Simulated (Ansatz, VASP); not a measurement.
# One calculation of N, two programs

```
CELL_PARAMETERS angstrom
5.57265 0.00000 0.00000
0.00000 5.57265 0.00000
0.00000 0.00000 5.57265
ATOMIC_POSITIONS crystal
N 0.03000 0.03000 0.03000
N 0.47000 0.97000 0.53000
N 0.53000 0.47000 0.97000
N 0.97000 0.53000 0.47000
```

Change from the starting cell: volume scaled by 0.96.

Alike in both runs: task single point; functional PBEsol; k mesh 4 × 4 × 4; occupations fermi-dirac, width 0.02 eV; no spin polarisation.

|  | VASP | Ansatz |
| --- | --- | --- |
| version | VASP 6.6.1 | Ansatz 0.2.0 |
| potentials or method | VASP PAW PBE potentials, release 64 (N), cutoff 520 eV | all-electron LAPW, scalar-relativistic |

|  | VASP | Ansatz | Ansatz less VASP |
| --- | --- | --- | --- |
| pressure (GPa) | -4.6 | -4.5 | +0.05 |
| rms of the force components (eV/Å) | 0.243 | 0.243 | +0.0005 |

VASP's potentials were made for PBE, not for PBEsol. Atom by atom the forces differ by 0.001 eV/Å (rms over components). Ansatz ran all-electron here, and VASP with PAW potentials.
